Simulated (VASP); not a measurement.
A run of VASP 6.6.1:

Contents of INCAR:

```
SYSTEM = Cu
PREC = Accurate
ENCUT = 820
EDIFF = 1E-6
ISMEAR = 0
SIGMA = 0.1
LREAL = .FALSE.
LASPH = .TRUE.
NELM = 120
ALGO = Normal
ISIF = 2
LWAVE = .FALSE.
LCHARG = .FALSE.
GGA = PE
NBANDS = 26
GGA_COMPAT = .FALSE.
```

KPOINTS

```
regular mesh
0
G
  14 14 16
  0 0 0
```

POSCAR

```
Cu
1.0
    3.0100830822      0.0000000000      0.0000000000
    0.0000000000      3.0100830822      0.0000000000
    0.0000000000      0.0000000000      2.7260014626
Cu
2
Direct
    0.0000000000      0.0000000000      0.0000000000
    0.5000000000      0.5000000000      0.5000000000
```

Potentials or basis: VASP PAW PBE potentials, release 64 (Cu_sv_GW).

Run with:

```console
$ cat potpaw_PBE.64/Cu_sv_GW/POTCAR > POTCAR
$ mpirun -np 1 vasp_std > vasp.out
```

Hardware: 1 thread of Intel(R) Xeon(R) Platinum 8259CL CPU @ 2.50GHz (Skylake/Cascade Lake), on a shared host.

Task: How long does it take, and how much memory?

Result: It took 6 min on 1 thread of Intel(R) Xeon(R) Platinum 8259CL CPU @ 2.50GHz (Skylake/Cascade Lake) (shared host), peak memory 0.48 GiB. Counts: scf iterations 13, k points 324.
